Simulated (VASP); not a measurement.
**Si: single point with PBE**

The system is Si, a slab with vacuum.

```xyz
2
Lattice="3.7500 0.0000 0.0000 -1.8750 3.2476 0.0000 0.0000 0.0000 28.0000" Properties=species:S:1:pos:R:3 pbc="T T T"
Si    0.0000    2.1651   14.2145
Si    1.8750    1.0825   13.7855
```

```json
{
  "Program": "VASP 6.6.1",
  "Task": "single point",
  "Functional": "PBE",
  "Potentials or basis": "VASP PAW PBE potentials, release 64 (Si)",
  "Cutoff": "520 eV",
  "k mesh": "15 × 15 × 1",
  "Occupations": "gaussian, width 0.1 eV",
  "Spin": "no spin polarisation",
  "Dipole correction": "yes",
  "Further INCAR settings": "ALGO = Normal; EDIFF = 1e-06; NBANDS = 11"
}
```

```json
{
  "Largest force": "0.308 eV/Å",
  "Band gap on the k mesh": "zero (filled and empty bands touch)"
}
```

Forces in eV/Å, atoms in the order of the input:
```
Si   0.000  0.000  0.308
Si   0.000  0.000 -0.308
```

Levels at points of the mesh, in eV from the Fermi level:
| k point | band 1 | band 2 | band 3 | band 4 | band 5 | band 6 | band 7 | band 8 |
| --- | --- | --- | --- | --- | --- | --- | --- | --- |
| (0.00, 0.00, 0.00) | -11.49 | -3.40 | -1.19 | -1.19 | 2.52 | 2.74 | 3.10 | 3.10 |

Wall time 4.7 min on 1 thread of AMD EPYC 7R13 Processor (Zen 3), on a shared host, peak memory 0.39 GiB.
